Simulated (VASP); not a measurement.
# ZnO4 (P-6m2) in VASP: single point with PBE

Aim: the single point of ZnO4 with PBE.

All numbers are computed with VASP 6.6.1; they aren't measurements. Logs are shortened: lines on timing, memory, paths and dates and some standing lists are left out, and cuts for length are marked.

**1. The cell of the first run**

The structure is hexagonal, space group P-6m2 (No. 187). The conventional cell has a = 4.201 Å, b = 4.201 Å, c = 4.266 Å, α = 90.00°, β = 90.00°, γ = 120.00°. Zn (site symmetry -6m2) has 6 O at 2.10 Å within 2.8 Å. O (site symmetry -6m2) has 6 O at 2.46 Å and 6 Zn at 3.23 Å within 3.3 Å. Within 2.7 Å of O (site symmetry mm2) lie 6 O at 2.08 to 2.46 Å and 2 Zn at 2.10 Å.

The cell was built from a structure type or drawn by symmetry, and may not be a known phase.

**2. Single point, PBE, collinear spin, ferromagnetic start**

INCAR

```
SYSTEM = ZnO4
PREC = Accurate
ENCUT = 520
EDIFF = 1E-6
ISMEAR = 0
SIGMA = 0.1
LREAL = .FALSE.
LASPH = .TRUE.
NELM = 150
ALGO = Normal
ISIF = 2
LWAVE = .FALSE.
LCHARG = .FALSE.
ISPIN = 2
MAGMOM = 0 0.86 0.86 0.86 0.86
LORBIT = 11
GGA = PE
NBANDS = 30
```

KPOINTS

```
Automatic mesh
0
G
  12 12 10
  0 0 0
```

POSCAR

```
ZnO4
1.0
    4.2005166272      0.0000000000      0.0000000000
   -2.1002583136      3.6377541081      0.0000000000
    0.0000000000      0.0000000000      4.2655894062
Zn O
1 4
Direct
    0.3333333333      0.6666666667      0.0000000000
    0.6666666667      0.3333333333      0.5000000000
    0.8352548620      0.1647451380      0.0000000000
    0.8352548620      0.6705097240      0.0000000000
    0.3294902760      0.1647451380      0.0000000000
```

Potentials or basis: VASP PAW PBE potentials, release 64 (Zn, O).

Run with:

```sh
> cat potpaw_PBE.64/Zn/POTCAR potpaw_PBE.64/O/POTCAR > POTCAR
> mpirun -np 1 vasp_std > vasp.out
```

OUTCAR:

```text
SYSTEM = ZnO4
   PREC = Accurate
   ENCUT = 520
   EDIFF = 1E-6
   ISMEAR = 0
   LREAL = .FALSE.
   LASPH = .TRUE.
   NELM = 150
   ISIF = 2
   ISPIN = 2
   LORBIT = 11
   GGA = PE

 ion  position               nearest neighbor table
   1  0.333  0.667  0.000-   5 2.10   4 2.10   3 2.10   3 2.10   5 2.10   4 2.10
   2  0.667  0.333  0.500-
   3  0.835  0.165  0.000-   1 2.10   1 2.10
   4  0.835  0.671  0.000-   1 2.10   1 2.10
   5  0.329  0.165  0.000-   1 2.10   1 2.10

  LATTYP: Found a hexagonal cell.
 ALAT       =     4.2005166272
 C/A-ratio  =     1.0154916132

  Lattice vectors:

 A1 = (   4.2005166272,   0.0000000000,   0.0000000000)
 A2 = (  -2.1002583136,   3.6377541081,   0.0000000000)
 A3 = (   0.0000000000,   0.0000000000,   4.2655894062)

Analysis of symmetry for initial positions (statically):
=====================================================================
 Subroutine PRICEL returns:
 Original cell was already a primitive cell.

 Routine SETGRP: Setting up the symmetry group for a
 hexagonal supercell.

 Subroutine GETGRP returns: Found 12 space group operations
 (whereof 12 operations were pure point group operations)
 out of a pool of 24 trial point group operations.

The static configuration has the point symmetry D_3h.

Analysis of symmetry for dynamics (positions and initial velocities):
=====================================================================
 Subroutine PRICEL returns:
 Original cell was already a primitive cell.

 Routine SETGRP: Setting up the symmetry group for a
 hexagonal supercell.

 Subroutine GETGRP returns: Found 12 space group operations
 (whereof 12 operations were pure point group operations)
 out of a pool of 24 trial point group operations.

The dynamic configuration has the point symmetry D_3h.

Analysis of structural, dynamic, and magnetic symmetry:
=====================================================================
 Subroutine PRICEL returns:
 Original cell was already a primitive cell.

 Routine SETGRP: Setting up the symmetry group for a
 hexagonal supercell.

 Subroutine GETGRP returns: Found 12 space group operations
 (whereof 12 operations were pure point group operations)
 out of a pool of 24 trial point group operations.

The overall configuration has the point symmetry D_3h.

 Subroutine INISYM returns: Found 12 space group operations
 (whereof 12 operations are pure point group operations),
 and found     1 'primitive' translations

----------------------------------------------------------------------------------------

                                     Primitive cell

  volume of cell :      65.1801

  direct lattice vectors                    reciprocal lattice vectors
     4.200516627  0.000000000  0.000000000     0.238065954  0.137447443  0.000000000
    -2.100258314  3.637754108  0.000000000     0.000000000  0.274894886  0.000000000
     0.000000000  0.000000000  4.265589406     0.000000000  0.000000000  0.234434191

  length of vectors
     4.200516627  4.200516627  4.265589406     0.274894886  0.274894886  0.234434191

  position of ions in fractional coordinates (direct lattice)
     0.333333333  0.666666667  0.000000000
     0.666666667  0.333333333  0.500000000
     0.835254862  0.164745138  0.000000000
     0.835254862  0.670509724  0.000000000
     0.329490276  0.164745138  0.000000000

  ion indices of the primitive-cell ions
   primitive index   ion index
                 1           1
                 2           2
                 3           3
                 4           4
                 5           5

----------------------------------------------------------------------------------------

 KPOINTS: Automatic mesh

Automatic generation of k-mesh.
 Grid dimensions read from file:
 generate k-points for:   12   12   10

 Generating k-lattice:

  Cartesian coordinates                     Fractional coordinates (reciprocal lattice)
     0.019838830  0.011453954  0.000000000     0.083333333 -0.000000000  0.000000000
     0.000000000  0.022907907  0.000000000     0.000000000  0.083333333  0.000000000
     0.000000000  0.000000000  0.023443419     0.000000000  0.000000000  0.100000000

  Length of vectors
     0.022907907  0.022907907  0.023443419

  Shift w.r.t. Gamma in fractional coordinates (k-lattice)
     0.000000000  0.000000000  0.000000000

 Subroutine IBZKPT returns following result:
 ===========================================

 Found    114 irreducible k-points:

 Following reciprocal coordinates:
            Coordinates               Weight
  0.000000  0.000000  0.000000      1.000000
  0.083333 -0.000000  0.000000      6.000000
  0.166667  0.000000  0.000000      6.000000
  0.250000  0.000000  0.000000      6.000000
  0.333333 -0.000000  0.000000      6.000000
  0.416667  0.000000  0.000000      6.000000
[... 16 lines left out ...]
  0.250000  0.000000  0.100000     12.000000
  0.333333 -0.000000  0.100000     12.000000
 [... further k-points ...]
   k-points           NKPTS =    114   k-points in BZ     NKDIM =    114   number of bands    NBANDS=     30
   number of dos      NEDOS =    301   number of ions     NIONS =      5
   total plane-waves  NPLWV =  32768
   dimension x,y,z NGX =    32 NGY =   32 NGZ =   32
   dimension x,y,z NGXF=    64 NGYF=   64 NGZF=   64
   ions per type =               1   4
   NGX,Y,Z   is equivalent  to a cutoff of  12.66, 12.66, 12.47 a.u.
   NGXF,Y,Z  is equivalent  to a cutoff of  25.33, 25.33, 24.94 a.u.
 SYSTEM =  ZnO4
   PREC   = accura    normal or accurate (medium, high low for compatibility)
   ISTART =      0    job   : 0-new  1-cont  2-samecut
   ICHARG =      2    charge: 1-file 2-atom 10-const
   ISPIN  =      2    spin polarized calculation?
   LNONCOLLINEAR =      F non collinear calculations
   LSORBIT =      F    spin-orbit coupling
   LASPH  =      T    aspherical Exc in radial PAW
   ENCUT  =  520.0 eV  38.22 Ry    6.18 a.u.   7.81  7.81  7.93*2*pi/ulx,y,z
   NELM   =    150;   NELMIN=  2; NELMDL= -5     # of ELM steps
   EDIFF  = 0.1E-05   stopping-criterion for ELM
   LREAL  =      F    real-space projection
   EDIFFG = 0.1E-04   stopping-criterion for IOM
   NSW    =      0    number of steps for IOM
   IBRION =     -1    ionic relax: 0-MD 1-quasi-New 2-CG
   NFREE  =      0    steps in history (QN), initial steepest desc. (CG)
   ISIF   =      2    stress and relaxation
   ISYM   =      2    0-nonsym 1-usesym 2-fastsym
   POTIM  = 0.5000    time-step for ionic-motion
   TEBEG  =    0.0;   TEEND  =   0.0 temperature during run
   PSTRESS=    0.0 pullay stress
   NELECT =      36.0000    total number of electrons
   NUPDOWN=      -1.0000    fix difference up-down
   EMIN   =  10.00;   EMAX   =-10.00  energy-range for DOS
   EFERMI =   0.00;   METHOD = LEGACY
   ISMEAR =     0;   SIGMA  =   0.10  broadening in eV -4-tet -1-fermi 0-gaus
   EFERMI_NEDOS =   21; number of points for ismear=-14 and -15
   IALGO  =     38    algorithm
   IMIX   =      4    mixing-type and parameters
     AMIX     =   0.40;   BMIX     =  1.00
     AMIX_MAG =   1.60;   BMIX_MAG =  1.00
  volume/ion in A,a.u.               =      13.04        87.97
  Fermi-wavevector in a.u.,A,eV,Ry     =   1.343190  2.538260 24.547061  1.804158
  Thomas-Fermi vector in A             =   2.471283
   LORBIT       =     11    0 simple, 1 ext, 2 COOP (PROOUT), +10 PAW based schemes
   GGA     = PE    functional components
   LHFCALC =     F    Hartree Fock is set to
   AEXX    =    0.0000 exact exchange contribution
   IVDW    =     0    specifies the selected vdW correction
   LEPSILON=     F    determine dielectric tensor
   LRPA    =     F    only Hartree local field effects (RPA)
 spin polarized calculation
 Gauss-broadening in eV      SIGMA  =   0.10
  energy-cutoff  :      520.00
  volume of cell :       65.18
 maximum number of plane-waves:      1773
 NGX is ok and might be reduce to    32
   NGX = 15   NGY = 15   NGZ = 15

 number of electron      36.0000015 magnetization       3.3299275

 Free energy of the ion-electron system (eV)
  ---------------------------------------------------
  ext. energy  EPLUGINS =         0.00000000
  ---------------------------------------------------
  free energy    TOTEN  =       -15.88643332 eV

  energy without entropy =      -15.87256340  energy(sigma->0) =      -15.87949836

 E-fermi :  -0.3468     XC(G=0):  -9.4034

 val. band max:       -0.3509303482   @ k =   0.1667   0.1667   0.1000
 cond. band min:      -0.3422341303   @ k =   0.2500   0.0833   0.4000
 fundamental gap:      0.0086962180
 Fermi energy:        -0.3467816435

 spin component 1

 k-point     1 :       0.0000    0.0000    0.0000
  band No.  band energies     occupation
      1     -20.6169      1.00000
      2     -18.0105      1.00000
      3     -16.8185      1.00000
      4     -16.8185      1.00000
      5      -6.8690      1.00000
      6      -6.1915      1.00000
[... 781 lines left out ...]
     29      16.3776      0.00000
     30      17.5750      0.00000

 [... further k-points ...]

 spin component 2

 k-point     1 :       0.0000    0.0000    0.0000
  band No.  band energies     occupation
      1     -19.7948      1.00000
      2     -15.9261      1.00000
      3     -15.9261      1.00000
      4     -15.0520      1.00000
      5      -6.4313      1.00000
      6      -6.0833      1.00000
[... 781 lines left out ...]
     29      16.7168      0.00000
     30      18.0744      0.00000

 [... further k-points ...]

------------------------ aborting loop because EDIFF is reached ----------------------------------------

  FORCE on cell =-STRESS in cart. coord.  units (eV):
  Direction    XX          YY          ZZ          XY          YZ          ZX
  --------------------------------------------------------------------------------------
  -------------------------------------------------------------------------------------
  Total        0.1388333      0.1388333     -0.0710809      0.0000000     -0.0000000      0.0000000
  in kB        3.4126298      3.4126298     -1.7472238      0.0000000     -0.0000000      0.0000000
  external PRESSURE =       1.6926786 kB  Pullay stress =       0.0000000 kB

 VOLUME and BASIS-vectors are now :
 -----------------------------------------------------------------------------
  energy-cutoff  :      520.00
  volume of cell :       65.18
      direct lattice vectors                 reciprocal lattice vectors
     4.200516627  0.000000000  0.000000000     0.238065954  0.137447443  0.000000000
    -2.100258314  3.637754108  0.000000000     0.000000000  0.274894886  0.000000000
     0.000000000  0.000000000  4.265589406     0.000000000  0.000000000  0.234434191

 POSITION                                       TOTAL-FORCE (eV/Angst)
 -----------------------------------------------------------------------------------
     -0.00000      2.42517      0.00000         0.000000      0.000000      0.000000
      2.10026      1.21258      2.13279         0.000000      0.000000      0.000000
      3.16249      0.59930      0.00000        -0.002742      0.001583      0.000000
      2.10026      2.43915      0.00000         0.000000     -0.003167     -0.000000
      1.03802      0.59930      0.00000         0.002742      0.001583      0.000000
 -----------------------------------------------------------------------------------
    total drift:                               -0.000002      0.000001     -0.000000

  FREE ENERGIE OF THE ION-ELECTRON SYSTEM (eV)
  ---------------------------------------------------
  free  energy   TOTEN  =       -15.8864333161 eV

  energy  without entropy=      -15.8725633968  energy(sigma->0) =      -15.87949836

 total charge

# of ion       s       p       d       tot
------------------------------------------
    1        0.363   0.339   9.864  10.566
    2        1.630   2.963   0.000   4.593
    3        1.633   3.099   0.000   4.732
    4        1.633   3.099   0.000   4.732
    5        1.633   3.099   0.000   4.732
--------------------------------------------------
tot          6.892  12.599   9.864  29.355

 magnetization (x)

# of ion       s       p       d       tot
------------------------------------------
    1       -0.017  -0.013   0.048   0.018
    2        0.016   1.478   0.000   1.494
    3        0.007   0.448   0.000   0.456
    4        0.007   0.448   0.000   0.456
    5        0.007   0.448   0.000   0.456
--------------------------------------------------
tot          0.021   2.811   0.048   2.880
```

Run time: 9.2 min. Hardware: 1 thread of Intel Xeon 8259CL, shared host; peak memory 0.42 GiB.

What came out:

| Quantity | Value |
| --- | --- |
| Free energy | -15.8864 eV |
| Pressure | 0.2 GPa |
| Largest force | 0.003 eV/Å |
| Net moment | 3.33 μB per cell |
| Site moments | Zn +0.02; O +1.49, +0.46 (each value once) μB |
| Valence electrons inside the program's atomic spheres | Zn 10.57; O 4.59, 4.73 (each value once) |

Forces on the atoms (eV/Å):
```
Zn   0.000  0.000  0.000
O    0.000  0.000  0.000
O   -0.003  0.002  0.000
O    0.000 -0.003  0.000
O    0.003  0.002  0.000
```

Stress tensor (GPa, compression positive):
```
 0.34  0.00  0.00
 0.00  0.34  0.00
 0.00  0.00 -0.17
```
